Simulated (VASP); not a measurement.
Crystal: ScOs3.

```
Sc Os
1.0
     4.97051    0.00000    0.00000
     0.00000    4.97051    0.00000
     0.00000    0.00000    4.97051
Sc Os
2 6
Direct
  0.00000 0.00000 0.00000
  0.50000 0.50000 0.50000
  0.00000 0.50000 0.25000
  0.00000 0.50000 0.75000
  0.25000 0.00000 0.50000
  0.75000 0.00000 0.50000
  0.50000 0.75000 0.00000
  0.50000 0.25000 0.00000
```

| Quantity | Value |
| --- | --- |
| Program | VASP 6.6.1 |
| Task | relaxation of cell and atoms |
| Functional | PBE |
| Potentials or basis | VASP PAW PBE potentials, release 64 (Sc_sv, Os) |
| Cutoff | 600 eV |
| k mesh | 4 × 4 × 4 |
| Occupations | gaussian, width 0.1 eV |
| Spin | no spin polarisation |

At the start: pressure 7.8 GPa; volume 15.35 Å³/atom.

Problem. Where does the relaxation end?

Solution. Over 3 steps the energy falls by 11.0 meV/atom and the volume is 15.83 Å³/atom (+3.1 %); space group Pm-3n (No. 223, to 0.05 Å).

The path:
```tsv
step	energy change (eV)	largest force (eV/Å)	pressure (GPa)	volume (Å³)
1	0.0000	0.0000	7.83	122.80
2	0.4516	0.0000	-15.85	136.63
3	-0.0877	0.0000	-0.21	126.61
```

Final structure:
```cif
data_structure
_symmetry_space_group_name_H-M 'P 1'
_symmetry_Int_Tables_number 1
_cell_length_a 5.0214
_cell_length_b 5.0214
_cell_length_c 5.0214
_cell_angle_alpha 90.000
_cell_angle_beta 90.000
_cell_angle_gamma 90.000
_cell_volume 126.61
loop_
_atom_site_label
_atom_site_type_symbol
_atom_site_fract_x
_atom_site_fract_y
_atom_site_fract_z
_atom_site_occupancy
Sc1 Sc 0.00000 0.00000 0.00000 1
Sc2 Sc 0.50000 0.50000 0.50000 1
Os1 Os 0.00000 0.50000 0.25000 1
Os2 Os 0.00000 0.50000 0.75000 1
Os3 Os 0.25000 0.00000 0.50000 1
Os4 Os 0.75000 0.00000 0.50000 1
Os5 Os 0.50000 0.75000 0.00000 1
Os6 Os 0.50000 0.25000 0.00000 1
```
